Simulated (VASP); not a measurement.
# Ti (P6/mmm) in VASP: further runs, part 2 of 3

VASP 6.6.1.

## 3. Single point, PBEsol

This run uses another cell than the first one, of the same volume but with other edges.

INCAR reads:

```
SYSTEM = Ti
PREC     = Accurate       ! precision mode
ENCUT    = 520            ! plane-wave cutoff, eV
EDIFF    = 1E-6           ! SCF threshold, eV
ISMEAR   = 0              ! smearing method
SIGMA    = 0.15           ! smearing width, eV
LREAL    = .False.        ! projectors in reciprocal space
LASPH    = .True.         ! aspherical terms in the spheres
NELM     = 80             ! most SCF steps
ALGO     = Fast           ! electronic algorithm
ISIF     = 2              ! what is computed and relaxed
LWAVE    = .False.        ! write WAVECAR
LCHARG   = .False.        ! write CHGCAR
GGA      = PS             ! functional
NBANDS   = 25             ! bands
```

KPOINTS reads:

```
Automatic mesh
0
Gamma
  12 12 14
  0 0 0
```

POSCAR reads:

```
Ti
1.0
    4.5691000000      0.0000000000      0.0000000000
   -2.2845500000      3.9569566724      0.0000000000
    0.0000000000      0.0000000000      2.9382000000
Ti
3
Direct
    0.0000000000      0.0000000000      0.0000000000
    0.3333333333      0.6666666667      0.5000000000
    0.6666666667      0.3333333333      0.5000000000
```

Potentials or basis: VASP PAW PBE potentials, release 64 (Ti_sv).

Launch:

```bash
> cat potpaw_PBE.64/Ti_sv/POTCAR > POTCAR
> mpirun -np 1 vasp_std > vasp.out
```

OUTCAR:

```text
SYSTEM = Ti
   PREC = Accurate
   ENCUT = 520
   EDIFF = 1E-6
   ISMEAR = 0
   LREAL = .False.
   LASPH = .True.
   NELM = 80
   ISIF = 2
   GGA = PS

 ion  position               nearest neighbor table
   1  0.000  0.000  0.000-
   2  0.333  0.667  0.500-   3 2.64   3 2.64   3 2.64
   3  0.667  0.333  0.500-   2 2.64   2 2.64   2 2.64

  LATTYP: Found a hexagonal cell.
 ALAT       =     4.5691000000
 C/A-ratio  =     0.6430588081

  Lattice vectors:

 A1 = (   4.5691000000,   0.0000000000,   0.0000000000)
 A2 = (  -2.2845500000,   3.9569566724,   0.0000000000)
 A3 = (   0.0000000000,   0.0000000000,   2.9382000000)

Analysis of symmetry for initial positions (statically):
=====================================================================
 Subroutine PRICEL returns:
 Original cell was already a primitive cell.

 Routine SETGRP: Setting up the symmetry group for a
 hexagonal supercell.

 Subroutine GETGRP returns: Found 24 space group operations
 (whereof 24 operations were pure point group operations)
 out of a pool of 24 trial point group operations.

The static configuration has the point symmetry D_6h.

Analysis of symmetry for dynamics (positions and initial velocities):
=====================================================================
 Subroutine PRICEL returns:
 Original cell was already a primitive cell.

 Routine SETGRP: Setting up the symmetry group for a
 hexagonal supercell.

 Subroutine GETGRP returns: Found 24 space group operations
 (whereof 24 operations were pure point group operations)
 out of a pool of 24 trial point group operations.

The dynamic configuration has the point symmetry D_6h.

 Subroutine INISYM returns: Found 24 space group operations
 (whereof 24 operations are pure point group operations),
 and found     1 'primitive' translations

----------------------------------------------------------------------------------------

                                     Primitive cell

  volume of cell :      53.1219

  direct lattice vectors                    reciprocal lattice vectors
     4.569100000  0.000000000  0.000000000     0.218861483  0.126359736  0.000000000
    -2.284550000  3.956956672  0.000000000     0.000000000  0.252719472  0.000000000
     0.000000000  0.000000000  2.938200000     0.000000000  0.000000000  0.340344429

  length of vectors
     4.569100000  4.569100000  2.938200000     0.252719472  0.252719472  0.340344429

  position of ions in fractional coordinates (direct lattice)
     0.000000000  0.000000000  0.000000000
     0.333333333  0.666666667  0.500000000
     0.666666667  0.333333333  0.500000000

  ion indices of the primitive-cell ions
   primitive index   ion index
                 1           1
                 2           2
                 3           3

----------------------------------------------------------------------------------------

 KPOINTS: Automatic mesh

Automatic generation of k-mesh.
 Grid dimensions read from file:
 generate k-points for:   12   12   14

 Generating k-lattice:

  Cartesian coordinates                     Fractional coordinates (reciprocal lattice)
     0.018238457  0.010529978  0.000000000     0.083333333 -0.000000000  0.000000000
     0.000000000  0.021059956  0.000000000     0.000000000  0.083333333  0.000000000
     0.000000000  0.000000000  0.024310316     0.000000000  0.000000000  0.071428571

  Length of vectors
     0.021059956  0.021059956  0.024310316

  Shift w.r.t. Gamma in fractional coordinates (k-lattice)
     0.000000000  0.000000000  0.000000000

 Subroutine IBZKPT returns following result:
 ===========================================

 Found    152 irreducible k-points:

 Following reciprocal coordinates:
            Coordinates               Weight
  0.000000  0.000000  0.000000      1.000000
  0.083333  0.000000  0.000000      6.000000
  0.166667  0.000000  0.000000      6.000000
  0.250000  0.000000  0.000000      6.000000
  0.333333  0.000000  0.000000      6.000000
  0.416667 -0.000000  0.000000      6.000000
[... 16 lines left out ...]
  0.250000  0.000000  0.071429     12.000000
  0.333333  0.000000  0.071429     12.000000
 [... further k-points ...]
   k-points           NKPTS =    152   k-points in BZ     NKDIM =    152   number of bands    NBANDS=     25
   number of dos      NEDOS =    301   number of ions     NIONS =      3
   total plane-waves  NPLWV =  31104
   dimension x,y,z NGX =    36 NGY =   36 NGZ =   24
   dimension x,y,z NGXF=    72 NGYF=   72 NGZF=   48
   ions per type =               3
   NGX,Y,Z   is equivalent  to a cutoff of  13.10, 13.10, 13.58 a.u.
   NGXF,Y,Z  is equivalent  to a cutoff of  26.20, 26.20, 27.16 a.u.
 SYSTEM =  Ti
   PREC   = accura    normal or accurate (medium, high low for compatibility)
   ISTART =      0    job   : 0-new  1-cont  2-samecut
   ICHARG =      2    charge: 1-file 2-atom 10-const
   ISPIN  =      1    spin polarized calculation?
   LNONCOLLINEAR =      F non collinear calculations
   LSORBIT =      F    spin-orbit coupling
   LASPH  =      T    aspherical Exc in radial PAW
   ENCUT  =  520.0 eV  38.22 Ry    6.18 a.u.   8.50  8.50  5.46*2*pi/ulx,y,z
   NELM   =     80;   NELMIN=  2; NELMDL= -5     # of ELM steps
   EDIFF  = 0.1E-05   stopping-criterion for ELM
   LREAL  =      F    real-space projection
   EDIFFG = 0.1E-04   stopping-criterion for IOM
   NSW    =      0    number of steps for IOM
   IBRION =     -1    ionic relax: 0-MD 1-quasi-New 2-CG
   NFREE  =      0    steps in history (QN), initial steepest desc. (CG)
   ISIF   =      2    stress and relaxation
   ISYM   =      2    0-nonsym 1-usesym 2-fastsym
   POTIM  = 0.5000    time-step for ionic-motion
   TEBEG  =    0.0;   TEEND  =   0.0 temperature during run
   PSTRESS=    0.0 pullay stress
   NELECT =      36.0000    total number of electrons
   NUPDOWN=      -1.0000    fix difference up-down
   EMIN   =  10.00;   EMAX   =-10.00  energy-range for DOS
   EFERMI =   0.00;   METHOD = LEGACY
   ISMEAR =     0;   SIGMA  =   0.15  broadening in eV -4-tet -1-fermi 0-gaus
   EFERMI_NEDOS =   21; number of points for ismear=-14 and -15
   IALGO  =     68    algorithm
   IMIX   =      4    mixing-type and parameters
     AMIX     =   0.40;   BMIX     =  1.00
     AMIX_MAG =   1.60;   BMIX_MAG =  1.00
  volume/ion in A,a.u.               =      17.71       119.49
  Fermi-wavevector in a.u.,A,eV,Ry     =   1.437975  2.717378 28.133733  2.067771
  Thomas-Fermi vector in A             =   2.556993
   LORBIT       =      0    0 simple, 1 ext, 2 COOP (PROOUT), +10 PAW based schemes
   GGA     = PS    functional components
   LHFCALC =     F    Hartree Fock is set to
   AEXX    =    0.0000 exact exchange contribution
   IVDW    =     0    specifies the selected vdW correction
   LEPSILON=     F    determine dielectric tensor
   LRPA    =     F    only Hartree local field effects (RPA)
 non-spin polarized calculation
 RMM-DIIS sequential band-by-band and
 Gauss-broadening in eV      SIGMA  =   0.15
  energy-cutoff  :      520.00
  volume of cell :       53.12
 maximum number of plane-waves:      1452
 NGX is ok and might be reduce to    36

 number of electron      35.9999995 magnetization

 Free energy of the ion-electron system (eV)
  ---------------------------------------------------
  ext. energy  EPLUGINS =         0.00000000
  ---------------------------------------------------
  free energy    TOTEN  =       -24.94998342 eV

  energy without entropy =      -24.91574035  energy(sigma->0) =      -24.93286189

 E-fermi :   7.9180     XC(G=0): -11.5388

 val. band max:        7.9091815675   @ k =   0.2500   0.2500   0.3571
 cond. band min:       7.9203333157   @ k =   0.4167  -0.0000   0.0000
 fundamental gap:      0.0111517482
 Fermi energy:         7.9180099377

 k-point     1 :       0.0000    0.0000    0.0000
  band No.  band energies     occupation
      1     -48.8394      2.00000
      2     -48.5511      2.00000
      3     -48.3786      2.00000
      4     -25.2453      2.00000
      5     -25.2453      2.00000
      6     -25.1129      2.00000
[... 17 lines left out ...]
     24       9.5314      0.00000
     25       9.5452      0.00000
[... 621 lines left out ...]
      3     -48.4159      2.00000
      4     -25.3531      2.00000
      5     -25.2595      2.00000
      6     -25.0055      2.00000
[... 17 lines left out ...]
     24       9.9522      0.00000
     25      10.3231      0.00000

 [... further k-points ...]

------------------------ aborting loop because EDIFF is reached ----------------------------------------

  FORCE on cell =-STRESS in cart. coord.  units (eV):
  Direction    XX          YY          ZZ          XY          YZ          ZX
  --------------------------------------------------------------------------------------
  -------------------------------------------------------------------------------------
  Total       -1.9027192     -1.9027192     -3.9998437      0.0000000      0.0000000      0.0000000
  in kB      -57.3867942    -57.3867942   -120.6369352      0.0000000      0.0000000      0.0000000
  external PRESSURE =     -78.4701745 kB  Pullay stress =       0.0000000 kB

 VOLUME and BASIS-vectors are now :
 -----------------------------------------------------------------------------
  energy-cutoff  :      520.00
  volume of cell :       53.12
      direct lattice vectors                 reciprocal lattice vectors
     4.569100000  0.000000000  0.000000000     0.218861483  0.126359736  0.000000000
    -2.284550000  3.956956672  0.000000000     0.000000000  0.252719472  0.000000000
     0.000000000  0.000000000  2.938200000     0.000000000  0.000000000  0.340344429

 POSITION                                       TOTAL-FORCE (eV/Angst)
 -----------------------------------------------------------------------------------
      0.00000      0.00000      0.00000         0.000000      0.000000     -0.000000
     -0.00000      2.63797      1.46910         0.000000     -0.000000      0.000000
      2.28455      1.31899      1.46910         0.000000      0.000000     -0.000000
 -----------------------------------------------------------------------------------
    total drift:                                0.000000      0.000000     -0.000000

  FREE ENERGIE OF THE ION-ELECTRON SYSTEM (eV)
  ---------------------------------------------------
  free  energy   TOTEN  =       -24.9499834242 eV

  energy  without entropy=      -24.9157403545  energy(sigma->0) =      -24.93286189
```

Run time: 13 min. Hardware: 1 thread of Intel Xeon Platinum 8259CL at 2.50GHz (Skylake/Cascade Lake), shared host; peak memory 0.28 GiB.

What came out:

| Quantity | Value |
| --- | --- |
| Free energy | -24.9500 eV |
| Pressure | -7.8 GPa |
| Band gap on the k mesh | zero (bands 18 and 19 overlap by 0.39 eV) |

Stress tensor (GPa, compression positive):
```
 -5.74   0.00   0.00
  0.00  -5.74   0.00
  0.00   0.00 -12.06
```

Caveat: the stress differs along the axes, from -12 to -6 GPa; the PAW data sets were made with another functional, which shifts forces and pressure a little.

(Continued in part 3 of 3.)
